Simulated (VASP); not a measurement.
# ZnSe2 (Pbca) in VASP: notebook

The runs below take ZnSe2 through single point, with PBEsol.

Program: VASP 6.6.1. These are calculated values, not measurements. Logs are shortened: lines on timing, memory, paths and dates and some standing lists are left out, and cuts for length are marked.

**1. The cell of the first run**

Symmetry: Pbca, No. 61, orthorhombic system. Conventional cell: a = 6.146 Å, b = 6.146 Å, c = 6.350 Å, α = 90.00°, β = 90.00°, γ = 90.00°. Zn (site symmetry -1) has 6 Se at 2.58 to 2.66 Å within 3.4 Å. Within 3.1 Å of Se (site symmetry 1) lie 1 Se at 2.37 Å and 3 Zn at 2.58 to 2.66 Å.

**2. Single point, PBEsol**

Input file INCAR:

```
ALGO = Normal ; EDIFF = 1E-6
ENCUT = 520 ; GGA = PS
ISIF = 2 ; ISMEAR = 0
LASPH = T ; LCHARG = T
LELF = T ; LREAL = F
LVHAR = T ; LWAVE = F
NBANDS = 60 ; NELM = 100
PREC = Accurate ; SIGMA = 0.02
```

Input file KPOINTS:

```
k-points
0
Gamma
  6 6 6
```

Input file POSCAR:

```
ZnSe2
1.0
    6.1456303717      0.0000000000      0.0000000000
    0.0000000000      6.1456303717      0.0000000000
    0.0000000000      0.0000000000      6.3498260762
Zn Se
4 8
Direct
    0.5000000000      0.5000000000      0.0000000000
    0.5000000000      0.0000000000      0.5000000000
    0.0000000000      0.5000000000      0.5000000000
    0.0000000000      0.0000000000      0.0000000000
    0.1101732474      0.8892025946      0.3901952292
    0.8898267526      0.3892025946      0.1098047708
    0.3898267526      0.1107974054      0.8901952292
    0.6101732474      0.6107974054      0.6098047708
    0.8898267526      0.1107974054      0.6098047708
    0.1101732474      0.6107974054      0.8901952292
    0.6101732474      0.8892025946      0.1098047708
    0.3898267526      0.3892025946      0.3901952292
```

Potentials or basis: VASP PAW PBE potentials, release 64 (Zn, Se).

Started as:

```bash
$ cat potpaw_PBE.64/Zn/POTCAR potpaw_PBE.64/Se/POTCAR > POTCAR
$ mpirun -np 1 vasp_std > vasp.out
```

OUTCAR:

```text
EDIFF = 1E-6
   ENCUT = 520
   GGA = PS
   ISIF = 2
   ISMEAR = 0
   LASPH = T
   LREAL = F
   NELM = 100
   PREC = Accurate

 ion  position               nearest neighbor table
   1  0.500  0.500  0.000-   7 2.58  11 2.58  10 2.59   6 2.59   8 2.66  12 2.66
   2  0.500  0.000  0.500-   8 2.58  12 2.58   9 2.59   5 2.59  11 2.66   7 2.66
   3  0.000  0.500  0.500-   5 2.58   9 2.58   8 2.59  12 2.59  10 2.66   6 2.66
   4  0.000  0.000  0.000-   6 2.58  10 2.58   7 2.59  11 2.59   5 2.66   9 2.66
   5  0.110  0.889  0.390-   9 2.37   3 2.58   2 2.59   4 2.66
   6  0.890  0.389  0.110-  10 2.37   4 2.58   1 2.59   3 2.66
   7  0.390  0.111  0.890-  11 2.37   1 2.58   4 2.59   2 2.66
   8  0.610  0.611  0.610-  12 2.37   2 2.58   3 2.59   1 2.66
   9  0.890  0.111  0.610-   5 2.37   3 2.58   2 2.59   4 2.66
  10  0.110  0.611  0.890-   6 2.37   4 2.58   1 2.59   3 2.66
  11  0.610  0.889  0.110-   7 2.37   1 2.58   4 2.59   2 2.66
  12  0.390  0.389  0.390-   8 2.37   2 2.58   3 2.59   1 2.66

  LATTYP: Found a simple tetragonal cell.
 ALAT       =     6.1456303717
 C/A-ratio  =     1.0332261611

  Lattice vectors:

 A1 = (   6.1456303717,   0.0000000000,   0.0000000000)
 A2 = (   0.0000000000,   6.1456303717,   0.0000000000)
 A3 = (   0.0000000000,   0.0000000000,   6.3498260762)

Analysis of symmetry for initial positions (statically):
=====================================================================
 Subroutine PRICEL returns:
 Original cell was already a primitive cell.

 Routine SETGRP: Setting up the symmetry group for a
 simple tetragonal supercell.

 Subroutine GETGRP returns: Found  8 space group operations
 (whereof  2 operations were pure point group operations)
 out of a pool of 16 trial point group operations.

The static configuration has the point symmetry S_2 .
 The point group associated with its full space group is D_2h.

Analysis of symmetry for dynamics (positions and initial velocities):
=====================================================================
 Subroutine PRICEL returns:
 Original cell was already a primitive cell.

 Routine SETGRP: Setting up the symmetry group for a
 simple tetragonal supercell.

 Subroutine GETGRP returns: Found  8 space group operations
 (whereof  2 operations were pure point group operations)
 out of a pool of 16 trial point group operations.

The dynamic configuration has the point symmetry S_2 .
 The point group associated with its full space group is D_2h.

 Subroutine INISYM returns: Found  8 space group operations
 (whereof  2 operations are pure point group operations),
 and found     1 'primitive' translations

----------------------------------------------------------------------------------------

                                     Primitive cell

  volume of cell :     239.8251

  direct lattice vectors                    reciprocal lattice vectors
     6.145630372  0.000000000  0.000000000     0.162717238  0.000000000  0.000000000
     0.000000000  6.145630372  0.000000000     0.000000000  0.162717238  0.000000000
     0.000000000  0.000000000  6.349826076     0.000000000  0.000000000  0.157484628

  length of vectors
     6.145630372  6.145630372  6.349826076     0.162717238  0.162717238  0.157484628

  position of ions in fractional coordinates (direct lattice)
     0.500000000  0.500000000  0.000000000
     0.500000000  0.000000000  0.500000000
     0.000000000  0.500000000  0.500000000
     0.000000000  0.000000000  0.000000000
     0.110173247  0.889202595  0.390195229
     0.889826753  0.389202595  0.109804771
     0.389826753  0.110797405  0.890195229
     0.610173247  0.610797405  0.609804771
     0.889826753  0.110797405  0.609804771
     0.110173247  0.610797405  0.890195229
     0.610173247  0.889202595  0.109804771
     0.389826753  0.389202595  0.390195229

  ion indices of the primitive-cell ions
   primitive index   ion index
                 1           1
                 2           2
                 3           3
                 4           4
                 5           5
                 6           6
                 7           7
                 8           8
                 9           9
                10          10
                11          11
                12          12

----------------------------------------------------------------------------------------

 KPOINTS: k-points

Automatic generation of k-mesh.
 Grid dimensions read from file:
 generate k-points for:    6    6    6

 Generating k-lattice:

  Cartesian coordinates                     Fractional coordinates (reciprocal lattice)
     0.027119540  0.000000000  0.000000000     0.166666667  0.000000000  0.000000000
     0.000000000  0.027119540  0.000000000     0.000000000  0.166666667  0.000000000
     0.000000000  0.000000000  0.026247438     0.000000000  0.000000000  0.166666667

  Length of vectors
     0.027119540  0.027119540  0.026247438

  Shift w.r.t. Gamma in fractional coordinates (k-lattice)
     0.000000000  0.000000000  0.000000000

 Subroutine IBZKPT returns following result:
 ===========================================

 Found     64 irreducible k-points:

 Following reciprocal coordinates:
            Coordinates               Weight
  0.000000  0.000000  0.000000      1.000000
  0.166667  0.000000  0.000000      2.000000
  0.000000  0.166667  0.000000      2.000000
  0.333333  0.000000  0.000000      2.000000
  0.000000  0.333333  0.000000      2.000000
  0.500000  0.000000  0.000000      1.000000
[... 16 lines left out ...]
  0.000000  0.500000  0.166667      2.000000
  0.166667  0.166667  0.166667      8.000000
 [... further k-points ...]
   k-points           NKPTS =     64   k-points in BZ     NKDIM =     64   number of bands    NBANDS=     60
   number of dos      NEDOS =    301   number of ions     NIONS =     12
   total plane-waves  NPLWV = 110592
   dimension x,y,z NGX =    48 NGY =   48 NGZ =   48
   dimension x,y,z NGXF=    96 NGYF=   96 NGZF=   96
   ions per type =               4   8
   NGX,Y,Z   is equivalent  to a cutoff of  12.98, 12.98, 12.57 a.u.
   NGXF,Y,Z  is equivalent  to a cutoff of  25.97, 25.97, 25.13 a.u.
 SYSTEM =  unknown system
   PREC   = accura    normal or accurate (medium, high low for compatibility)
   ISTART =      0    job   : 0-new  1-cont  2-samecut
   ICHARG =      2    charge: 1-file 2-atom 10-const
   ISPIN  =      1    spin polarized calculation?
   LNONCOLLINEAR =      F non collinear calculations
   LSORBIT =      F    spin-orbit coupling
   LASPH  =      T    aspherical Exc in radial PAW
   ENCUT  =  520.0 eV  38.22 Ry    6.18 a.u.  11.43 11.43 11.81*2*pi/ulx,y,z
   NELM   =    100;   NELMIN=  2; NELMDL= -5     # of ELM steps
   EDIFF  = 0.1E-05   stopping-criterion for ELM
   LREAL  =      F    real-space projection
   EDIFFG = 0.1E-04   stopping-criterion for IOM
   NSW    =      0    number of steps for IOM
   IBRION =     -1    ionic relax: 0-MD 1-quasi-New 2-CG
   NFREE  =      0    steps in history (QN), initial steepest desc. (CG)
   ISIF   =      2    stress and relaxation
   ISYM   =      2    0-nonsym 1-usesym 2-fastsym
   POTIM  = 0.5000    time-step for ionic-motion
   TEBEG  =    0.0;   TEEND  =   0.0 temperature during run
   PSTRESS=    0.0 pullay stress
   NELECT =      96.0000    total number of electrons
   NUPDOWN=      -1.0000    fix difference up-down
   EMIN   =  10.00;   EMAX   =-10.00  energy-range for DOS
   EFERMI =   0.00;   METHOD = LEGACY
   ISMEAR =     0;   SIGMA  =   0.02  broadening in eV -4-tet -1-fermi 0-gaus
   EFERMI_NEDOS =   21; number of points for ismear=-14 and -15
   IALGO  =     38    algorithm
   IMIX   =      4    mixing-type and parameters
     AMIX     =   0.40;   BMIX     =  1.00
     AMIX_MAG =   1.60;   BMIX_MAG =  1.00
  volume/ion in A,a.u.               =      19.99       134.87
  Fermi-wavevector in a.u.,A,eV,Ry     =   1.206518  2.279988 19.805794  1.455685
  Thomas-Fermi vector in A             =   2.342183
   LORBIT       =      0    0 simple, 1 ext, 2 COOP (PROOUT), +10 PAW based schemes
   GGA     = PS    functional components
   LHFCALC =     F    Hartree Fock is set to
   AEXX    =    0.0000 exact exchange contribution
   IVDW    =     0    specifies the selected vdW correction
   LEPSILON=     F    determine dielectric tensor
   LRPA    =     F    only Hartree local field effects (RPA)
 non-spin polarized calculation
 Gauss-broadening in eV      SIGMA  =   0.02
  energy-cutoff  :      520.00
  volume of cell :      239.83
 maximum number of plane-waves:      6482
 NGX is ok and might be reduce to    48
   NGX = 23   NGY = 23   NGZ = 23

 number of electron      95.9999959 magnetization

 Free energy of the ion-electron system (eV)
  ---------------------------------------------------
  ext. energy  EPLUGINS =         0.00000000
  ---------------------------------------------------
  free energy    TOTEN  =       -41.18181659 eV

  energy without entropy =      -41.18181659  energy(sigma->0) =      -41.18181659

 E-fermi :   4.3952     XC(G=0): -10.4321

 val. band max:        4.2937799138   @ k =   0.0000   0.0000   0.0000
 cond. band min:       4.8803477310   @ k =   0.1667   0.1667   0.1667
 fundamental gap:      0.5865678172
 Fermi energy:         4.3951980669

 k-point     1 :       0.0000    0.0000    0.0000
  band No.  band energies     occupation
      1     -11.5804      2.00000
      2     -10.4260      2.00000
      3     -10.3375      2.00000
      4     -10.3288      2.00000
      5      -8.2503      2.00000
      6      -8.1523      2.00000
[... 52 lines left out ...]
     59       9.0302      0.00000
     60      10.0436      0.00000

 k-point     2 :       0.1667    0.0000    0.0000
  band No.  band energies     occupation
      1     -11.5137      2.00000
      2     -10.4379      2.00000
      3     -10.4099      2.00000
      4     -10.3317      2.00000
      5      -8.2248      2.00000
      6      -8.1421      2.00000
[... 1383 lines left out ...]
      4     -10.4116      2.00000
      5      -8.2195      2.00000
      6      -8.1613      2.00000
[... 52 lines left out ...]
     59       9.4236      0.00000
     60       9.7117      0.00000

 [... further k-points ...]

------------------------ aborting loop because EDIFF is reached ----------------------------------------

  FORCE on cell =-STRESS in cart. coord.  units (eV):
  Direction    XX          YY          ZZ          XY          YZ          ZX
  --------------------------------------------------------------------------------------
  -------------------------------------------------------------------------------------
  Total        2.6524772      2.6483578      0.3828511      0.0000000      0.0000000      0.0000000
  in kB       17.7201556     17.6926360      2.5576775      0.0000000      0.0000000      0.0000000
  external PRESSURE =      12.6568230 kB  Pullay stress =       0.0000000 kB

 VOLUME and BASIS-vectors are now :
 -----------------------------------------------------------------------------
  energy-cutoff  :      520.00
  volume of cell :      239.83
      direct lattice vectors                 reciprocal lattice vectors
     6.145630372  0.000000000  0.000000000     0.162717238  0.000000000  0.000000000
     0.000000000  6.145630372  0.000000000     0.000000000  0.162717238  0.000000000
     0.000000000  0.000000000  6.349826076     0.000000000  0.000000000  0.157484628

 POSITION                                       TOTAL-FORCE (eV/Angst)
 -----------------------------------------------------------------------------------
      3.07282      3.07282      0.00000         0.000000     -0.000000      0.000000
      3.07282      0.00000      3.17491         0.000000     -0.000000      0.000000
      0.00000      3.07282      3.17491         0.000000     -0.000000      0.000000
      0.00000      0.00000      0.00000         0.000000     -0.000000      0.000000
      0.67708      5.46471      2.47767         0.014926     -0.015096     -0.019417
      5.46855      2.39190      0.69724        -0.014926     -0.015096      0.019417
      2.39573      0.68092      5.65258        -0.014926      0.015096     -0.019417
      3.74990      3.75374      3.87215         0.014926      0.015096      0.019417
      5.46855      0.68092      3.87215        -0.014926      0.015096      0.019417
      0.67708      3.75374      5.65258         0.014926      0.015096     -0.019417
      3.74990      5.46471      0.69724         0.014926     -0.015096      0.019417
      2.39573      2.39190      2.47767        -0.014926     -0.015096     -0.019417
 -----------------------------------------------------------------------------------
    total drift:                                0.000000      0.000000     -0.000000

  FREE ENERGIE OF THE ION-ELECTRON SYSTEM (eV)
  ---------------------------------------------------
  free  energy   TOTEN  =       -41.1818165885 eV

  energy  without entropy=      -41.1818165885  energy(sigma->0) =      -41.18181659
```

It took 26 min on 1 thread of Oxide Virtual Turin-like, shared host; peak memory 0.73 GiB.

What came out:

* Free energy: -41.1818 eV
* Pressure: 1.3 GPa
* Largest force: 0.029 eV/Å
* Band gap on the k mesh: 0.59 eV (least direct gap 0.68 eV)

Forces on the atoms (eV/Å):
```
Zn   0.000  0.000  0.000
Zn   0.000  0.000  0.000
Zn   0.000  0.000  0.000
Zn   0.000  0.000  0.000
Se   0.015 -0.015 -0.019
Se  -0.015 -0.015  0.019
Se  -0.015  0.015 -0.019
Se   0.015  0.015  0.019
Se  -0.015  0.015  0.019
Se   0.015  0.015 -0.019
Se   0.015 -0.015  0.019
Se  -0.015 -0.015 -0.019
```

Levels at points of the mesh, in eV from the valence-band top:
```csv
k point,band 45,band 46,band 47,band 48,band 49,band 50,band 51,band 52
"(0.00, 0.00, 0.00)",-0.94,-0.93,-0.27,0.00,0.68,1.47,2.02,2.02
"(0.50, 0.00, 0.00)",-1.58,-1.58,-0.33,-0.33,1.08,1.08,1.13,1.13
"(0.00, 0.50, 0.00)",-1.51,-1.51,-0.29,-0.29,1.08,1.08,1.14,1.14
"(0.50, 0.50, 0.00)",-1.68,-1.68,-1.68,-1.68,1.08,1.08,1.08,1.08
"(0.00, 0.00, 0.50)",-1.82,-1.82,-0.25,-0.25,1.03,1.03,1.07,1.07
"(0.50, 0.00, 0.50)",-1.69,-1.69,-1.69,-1.69,1.05,1.05,1.05,1.05
"(0.00, 0.50, 0.50)",-1.69,-1.69,-1.69,-1.69,1.00,1.00,1.00,1.00
"(0.50, 0.50, 0.50)",-2.07,-2.07,-2.07,-2.07,1.04,1.04,1.04,1.04
```

Caveat: the PAW data sets were made with another functional, which shifts forces and pressure a little.

**3. Single point, PBEsol**

This run uses another cell than the first one, of 20.16 Å³/atom.

Input file INCAR:

```
SYSTEM = ZnSe2
PREC = Accurate ; ENCUT = 520
EDIFF = 1E-6 ; ISMEAR = 0
SIGMA = 0.02 ; LREAL = .FALSE.
LASPH = .TRUE. ; NELM = 100
ALGO = Normal ; ISIF = 2
LWAVE = .FALSE. ; LCHARG = .FALSE.
GGA = PS ; NBANDS = 60
```

Input file KPOINTS:

```
regular mesh
0
G
  6 6 6
  0 0 0
```

Input file POSCAR:

```
ZnSe2
1.0
    6.1456303717      0.0000000000      0.0000000000
    0.0000000000      6.2747670651      0.0000000000
    0.0000000000      0.0000000000      6.2741240852
Zn Se
4 8
Direct
    0.5000000000      0.5000000000      0.0000000000
    0.5000000000      0.0000000000      0.5000000000
    0.0000000000      0.5000000000      0.5000000000
    0.0000000000      0.0000000000      0.0000000000
    0.1105140418      0.8900082503      0.3902636590
    0.8894859582      0.3900082503      0.1097363410
    0.3894859582      0.1099917497      0.8902636590
    0.6105140418      0.6099917497      0.6097363410
    0.8894859582      0.1099917497      0.6097363410
    0.1105140418      0.6099917497      0.8902636590
    0.6105140418      0.8900082503      0.1097363410
    0.3894859582      0.3900082503      0.3902636590
```

Potentials or basis: VASP PAW PBE potentials, release 64 (Zn, Se).

Started as:

```bash
$ cat potpaw_PBE.64/Zn/POTCAR potpaw_PBE.64/Se/POTCAR > POTCAR
$ mpirun -np 1 vasp_std > vasp.out
```

Run time: 16 min. Hardware: 1 thread of Oxide Virtual Turin-like, shared host; peak memory 0.73 GiB.

The run converged. Its results:

* Free energy: -41.2076 eV
* Pressure: 0.6 GPa
* Largest force: 0.024 eV/Å
* Band gap on the k mesh: 0.64 eV (least direct gap 0.77 eV)

Forces in eV/Å, atoms in the order of the input:
```
Zn   0.000  0.000  0.000
Zn   0.000  0.000  0.000
Zn   0.000  0.000  0.000
Zn   0.000  0.000  0.000
Se   0.011 -0.017 -0.014
Se  -0.011 -0.017  0.014
Se  -0.011  0.017 -0.014
Se   0.011  0.017  0.014
Se  -0.011  0.017  0.014
Se   0.011  0.017 -0.014
Se   0.011 -0.017  0.014
Se  -0.011 -0.017 -0.014
```

Stress tensor (GPa, compression positive):
```
1.15 0.00 0.00
0.00 0.27 0.00
0.00 0.00 0.26
```

Levels at points of the mesh, in eV from the valence-band top:
| k point | band 46 | band 47 | band 48 | band 49 | band 50 | band 51 |
| --- | --- | --- | --- | --- | --- | --- |
| (0.00, 0.00, 0.00) | -0.86 | -0.13 | 0.00 | 0.77 | 1.47 | 2.08 |
| (0.50, 0.00, 0.00) | -1.45 | -0.25 | -0.25 | 1.17 | 1.17 | 1.19 |
| (0.00, 0.50, 0.00) | -1.60 | -0.21 | -0.21 | 1.13 | 1.13 | 1.16 |
| (0.50, 0.50, 0.00) | -1.61 | -1.61 | -1.61 | 1.11 | 1.11 | 1.11 |
| (0.00, 0.00, 0.50) | -1.66 | -0.23 | -0.23 | 1.12 | 1.12 | 1.16 |
| (0.50, 0.00, 0.50) | -1.61 | -1.61 | -1.61 | 1.14 | 1.14 | 1.14 |
| (0.00, 0.50, 0.50) | -1.66 | -1.66 | -1.66 | 1.08 | 1.08 | 1.08 |
| (0.50, 0.50, 0.50) | -2.00 | -2.00 | -2.00 | 1.11 | 1.11 | 1.11 |

Caveat: the PAW data sets were made with another functional, which shifts forces and pressure a little.
